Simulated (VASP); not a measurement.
# BeTe (P4/nmm) in VASP: a series of runs

Runs on BeTe. Level: PBE. Tasks: single point.

Program: VASP 6.6.1. These are calculated values, not measurements. Logs are shortened: lines on timing, memory, paths and dates and some standing lists are left out, and cuts for length are marked.

### 1 The cell of the first run

Symmetry: P4/nmm, No. 129, tetragonal system. The conventional cell has a = 3.912 Å, b = 3.912 Å, c = 7.426 Å, α = 90.00°, β = 90.00°, γ = 90.00°. Within 3.3 Å of Be (site symmetry -4m2) lie 4 Te at 2.48 Å and 4 Be at 2.77 Å. Within 3.3 Å of Te (site symmetry 4mm) lie 4 Be at 2.48 Å.

### 2 Single point, PBE

Contents of INCAR:

```
SYSTEM = BeTe
PREC = Accurate
ENCUT = 520
EDIFF = 1E-6
ISMEAR = -1
SIGMA = 0.02
LREAL = .FALSE.
LASPH = .TRUE.
NELM = 80
ALGO = Normal
ISIF = 2
LWAVE = .FALSE.
LCHARG = .FALSE.
GGA = PE
NBANDS = 16
```

Contents of KPOINTS:

```
regular mesh
0
G
  8 8 4
  0 0 0
```

Contents of POSCAR:

```
BeTe
1.0
    3.9119471000      0.0000000000      0.0000000000
    0.0000000000      3.9119471000      0.0000000000
    0.0000000000      0.0000000000      7.4258011000
Be Te
2 2
Direct
    0.0000000000      0.0000000000      0.5000000000
    0.5000000000      0.5000000000      0.5000000000
    0.5000000000      0.0000000000      0.7061330000
    0.0000000000      0.5000000000      0.2938670000
```

Potentials or basis: VASP PAW PBE potentials, release 64 (Be, Te).

Started as:

```console
> cat potpaw_PBE.64/Be/POTCAR potpaw_PBE.64/Te/POTCAR > POTCAR
> mpirun -np 1 vasp_std > vasp.out
```

OUTCAR:

```text
SYSTEM = BeTe
   PREC = Accurate
   ENCUT = 520
   EDIFF = 1E-6
   ISMEAR = -1
   LREAL = .FALSE.
   LASPH = .TRUE.
   NELM = 80
   ISIF = 2
   GGA = PE

 ion  position               nearest neighbor table
   1  0.000  0.000  0.500-   3 2.48   4 2.48   4 2.48   3 2.48
   2  0.500  0.500  0.500-   3 2.48   4 2.48   3 2.48   4 2.48
   3  0.500  0.000  0.706-   1 2.48   2 2.48   2 2.48   1 2.48
   4  0.000  0.500  0.294-   1 2.48   2 2.48   1 2.48   2 2.48

  LATTYP: Found a simple tetragonal cell.
 ALAT       =     3.9119471000
 C/A-ratio  =     1.8982365840

  Lattice vectors:

 A1 = (   3.9119471000,   0.0000000000,   0.0000000000)
 A2 = (   0.0000000000,   3.9119471000,   0.0000000000)
 A3 = (   0.0000000000,   0.0000000000,   7.4258011000)

Analysis of symmetry for initial positions (statically):
=====================================================================
 Subroutine PRICEL returns:
 Original cell was already a primitive cell.

 Routine SETGRP: Setting up the symmetry group for a
 simple tetragonal supercell.

 Subroutine GETGRP returns: Found 16 space group operations
 (whereof  8 operations were pure point group operations)
 out of a pool of 16 trial point group operations.

The static configuration has the point symmetry D_2d.
 The point group associated with its full space group is D_4h.

Analysis of symmetry for dynamics (positions and initial velocities):
=====================================================================
 Subroutine PRICEL returns:
 Original cell was already a primitive cell.

 Routine SETGRP: Setting up the symmetry group for a
 simple tetragonal supercell.

 Subroutine GETGRP returns: Found 16 space group operations
 (whereof  8 operations were pure point group operations)
 out of a pool of 16 trial point group operations.

The dynamic configuration has the point symmetry D_2d.
 The point group associated with its full space group is D_4h.

 Subroutine INISYM returns: Found 16 space group operations
 (whereof  8 operations are pure point group operations),
 and found     1 'primitive' translations

----------------------------------------------------------------------------------------

                                     Primitive cell

  volume of cell :     113.6395

  direct lattice vectors                    reciprocal lattice vectors
     3.911947100  0.000000000  0.000000000     0.255627179  0.000000000  0.000000000
     0.000000000  3.911947100  0.000000000     0.000000000  0.255627179  0.000000000
[... 92 lines left out ...]
   NSW    =      0    number of steps for IOM
   IBRION =     -1    ionic relax: 0-MD 1-quasi-New 2-CG
   NFREE  =      0    steps in history (QN), initial steepest desc. (CG)
   ISIF   =      2    stress and relaxation
   ISYM   =      2    0-nonsym 1-usesym 2-fastsym
   POTIM  = 0.5000    time-step for ionic-motion
   TEBEG  =    0.0;   TEEND  =   0.0 temperature during run
   PSTRESS=    0.0 pullay stress
   NELECT =      16.0000    total number of electrons
   NUPDOWN=      -1.0000    fix difference up-down
   EMIN   =  10.00;   EMAX   =-10.00  energy-range for DOS
   EFERMI =   0.00;   METHOD = LEGACY
   ISMEAR =    -1;   SIGMA  =   0.02  broadening in eV -4-tet -1-fermi 0-gaus
   EFERMI_NEDOS =   21; number of points for ismear=-14 and -15
   IALGO  =     38    algorithm
   IMIX   =      4    mixing-type and parameters
     AMIX     =   0.40;   BMIX     =  1.00
     AMIX_MAG =   1.60;   BMIX_MAG =  1.00
  volume/ion in A,a.u.               =      28.41       191.72
  Fermi-wavevector in a.u.,A,eV,Ry     =   0.851671  1.609424  9.868892  0.725343
  Thomas-Fermi vector in A             =   1.967840
   LORBIT       =      0    0 simple, 1 ext, 2 COOP (PROOUT), +10 PAW based schemes
   GGA     = PE    functional components
   LHFCALC =     F    Hartree Fock is set to
   AEXX    =    0.0000 exact exchange contribution
   IVDW    =     0    specifies the selected vdW correction
   LEPSILON=     F    determine dielectric tensor
   LRPA    =     F    only Hartree local field effects (RPA)
 non-spin polarized calculation
  energy-cutoff  :      520.00
  volume of cell :      113.64
 maximum number of plane-waves:      3088
 NGX is ok and might be reduce to    30
   NGX = 15   NGY = 15   NGZ = 27

 number of electron      15.9999999 magnetization

 Free energy of the ion-electron system (eV)
  ---------------------------------------------------
  ext. energy  EPLUGINS =         0.00000000
  ---------------------------------------------------
  free energy    TOTEN  =       -14.86749066 eV

  energy without entropy =      -14.86749066  energy(sigma->0) =      -14.86749066

 E-fermi :   3.3898     XC(G=0):  -7.7426

 val. band max:        2.9490771447   @ k =   0.0000   0.0000   0.0000
 cond. band min:       5.0551458083   @ k =   0.0000   0.0000   0.0000
 fundamental gap:      2.1060686636
 Fermi energy:         3.3897997460

 k-point     1 :       0.0000    0.0000    0.0000
  band No.  band energies     occupation
      1      -9.1621      2.00000
      2      -7.9053      2.00000
      3      -1.3473      2.00000
      4       0.4122      2.00000
      5       0.4122      2.00000
      6       1.9819      2.00000
[... 433 lines left out ...]
      3      -1.9992      2.00000
      4      -1.9992      2.00000
      5       0.9408      2.00000
      6       0.9408      2.00000
[... 8 lines left out ...]
     15      10.1237      0.00000
     16      10.1237      0.00000

 [... further k-points ...]

------------------------ aborting loop because EDIFF is reached ----------------------------------------

  FORCE on cell =-STRESS in cart. coord.  units (eV):
  Direction    XX          YY          ZZ          XY          YZ          ZX
  --------------------------------------------------------------------------------------
  -------------------------------------------------------------------------------------
  Total        0.0768229      0.0768229      0.1494940      0.0000000      0.0000000      0.0000000
  in kB        1.0831085      1.0831085      2.1076822      0.0000000      0.0000000      0.0000000
  external PRESSURE =       1.4246331 kB  Pullay stress =       0.0000000 kB

 VOLUME and BASIS-vectors are now :
 -----------------------------------------------------------------------------
  energy-cutoff  :      520.00
  volume of cell :      113.64
      direct lattice vectors                 reciprocal lattice vectors
     3.911947100  0.000000000  0.000000000     0.255627179  0.000000000  0.000000000
     0.000000000  3.911947100  0.000000000     0.000000000  0.255627179  0.000000000
     0.000000000  0.000000000  7.425801100     0.000000000  0.000000000  0.134665605

 POSITION                                       TOTAL-FORCE (eV/Angst)
 -----------------------------------------------------------------------------------
      0.00000      0.00000      3.71290         0.000000      0.000000      0.000000
      1.95597      1.95597      3.71290        -0.000000     -0.000000      0.000000
      1.95597      0.00000      5.24360        -0.000000     -0.000000      0.048890
      0.00000      1.95597      2.18220         0.000000      0.000000     -0.048890
 -----------------------------------------------------------------------------------
    total drift:                                0.000000     -0.000000      0.000000

  FREE ENERGIE OF THE ION-ELECTRON SYSTEM (eV)
  ---------------------------------------------------
  free  energy   TOTEN  =       -14.8674906635 eV

  energy  without entropy=      -14.8674906635  energy(sigma->0) =      -14.86749066
```

OSZICAR:

```text
N       E                     dE             d eps       ncg     rms          rms(c)
DAV:   1     0.572464244266E+02    0.57246E+02   -0.55432E+03  1440   0.783E+02
DAV:   2    -0.105588394926E+02   -0.67805E+02   -0.61905E+02  2032   0.126E+02
DAV:   3    -0.150328845363E+02   -0.44740E+01   -0.44432E+01  1968   0.358E+01
DAV:   4    -0.151388244142E+02   -0.10594E+00   -0.10593E+00  2072   0.594E+00
DAV:   5    -0.151396666960E+02   -0.84228E-03   -0.84227E-03  2064   0.545E-01    0.988E+00
DAV:   6    -0.149127472538E+02    0.22692E+00   -0.13798E-01  1752   0.264E+00    0.479E+00
DAV:   7    -0.148643470016E+02    0.48400E-01   -0.11818E-01  1936   0.199E+00    0.104E+00
DAV:   8    -0.148663771800E+02   -0.20302E-02   -0.23901E-02  1616   0.879E-01    0.415E-01
DAV:   9    -0.148669327933E+02   -0.55561E-03   -0.12840E-03  1936   0.216E-01    0.124E-01
DAV:  10    -0.148673637760E+02   -0.43098E-03   -0.35217E-04  1680   0.116E-01    0.379E-02
DAV:  11    -0.148674664772E+02   -0.10270E-03   -0.80150E-05  1928   0.549E-02    0.137E-02
DAV:  12    -0.148674909205E+02   -0.24443E-04   -0.44539E-05  1504   0.382E-02    0.218E-02
DAV:  13    -0.148674906635E+02    0.25696E-06   -0.18818E-06  1952   0.941E-03
   1 F= -.14867491E+02 E0= -.14867491E+02  d E =-.708102E-11
```

stdout:

```text
POSCAR found type information on POSCAR BeTe
 POSCAR found :  2 types and       4 ions
 scaLAPACK will be used
 LDA part: xc-table for (Slater+PW92), standard interpolation
 POSCAR, INCAR and KPOINTS ok, starting setup
 FFT: planning ... GRIDC
 FFT: planning ... GRID_SOFT
 FFT: planning ... GRID
 WAVECAR not read
 entering main loop
```

Run time: 2 min. Hardware: 1 thread of Intel Xeon 8259CL, shared host; peak memory 0.26 GiB.

What came out:

```
Free energy            : -14.8675 eV
Pressure               : 0.1 GPa
Largest force          : 0.049 eV/Å
Band gap on the k mesh : 2.11 eV
```

Forces on the atoms (eV/Å):
```
Be   0.000  0.000  0.000
Be   0.000  0.000  0.000
Te   0.000  0.000  0.049
Te   0.000  0.000 -0.049
```

Caveat: spin-orbit coupling is left out, which moves the levels of the heavy elements; this functional lacks dispersion, which binds layers or chains, so the pressure and a relaxed spacing across them are unreliable. A k mesh can miss the band edges.

### 3 Single point, PBE

INCAR, as its differences from that of step 2:

```diff
@@ -4,3 +4,3 @@
 EDIFF = 1E-6
-ISMEAR = -1
+ISMEAR = 0
 SIGMA = 0.02
```

Contents of KPOINTS:

```
Automatic mesh
0
G
  8 8 4
  0 0 0
```

POSCAR is that of step 2.

Potentials or basis: VASP PAW PBE potentials, release 64 (Be, Te).

Started as:

```console
> cat potpaw_PBE.64/Be/POTCAR potpaw_PBE.64/Te/POTCAR > POTCAR
> mpirun -np 1 vasp_std > vasp.out
```

Run time: 2 min. Hardware: 1 thread of Intel Xeon 8259CL, shared host; peak memory 0.26 GiB.

It converged, with:

* Free energy: -14.8675 eV
* Pressure: 0.1 GPa
* Largest force: 0.049 eV/Å
* Band gap on the k mesh: 2.11 eV

Forces in eV/Å, atoms in the order of the input:
```
Be   0.000  0.000  0.000
Be   0.000  0.000  0.000
Te   0.000  0.000  0.049
Te   0.000  0.000 -0.049
```

Stress tensor (GPa, compression positive):
```
0.11 0.00 0.00
0.00 0.11 0.00
0.00 0.00 0.21
```

Levels at points of the mesh, in eV from the valence-band top:
```tsv
k point	band 5	band 6	band 7	band 8	band 9	band 10	band 11	band 12
(0.00, 0.00, 0.00)	-2.54	-0.97	0.00	0.00	2.11	2.30	3.25	3.54
(0.50, 0.00, 0.00)	-2.06	-2.06	-0.94	-0.94	3.43	3.43	4.79	4.79
(0.50, 0.50, 0.00)	-3.10	-3.10	-2.74	-2.74	2.86	2.86	3.37	3.37
(0.00, 0.00, 0.50)	-2.52	-1.75	-0.06	-0.06	2.12	2.33	3.21	5.01
(0.50, 0.00, 0.50)	-1.78	-1.78	-0.94	-0.94	3.31	3.31	3.64	3.64
(0.50, 0.50, 0.50)	-3.18	-3.18	-2.78	-2.78	3.32	3.32	4.06	4.06
```

Caveat: spin-orbit coupling is left out, which moves the levels of the heavy elements; this functional lacks dispersion, which binds layers or chains, so the pressure and a relaxed spacing across them are unreliable.
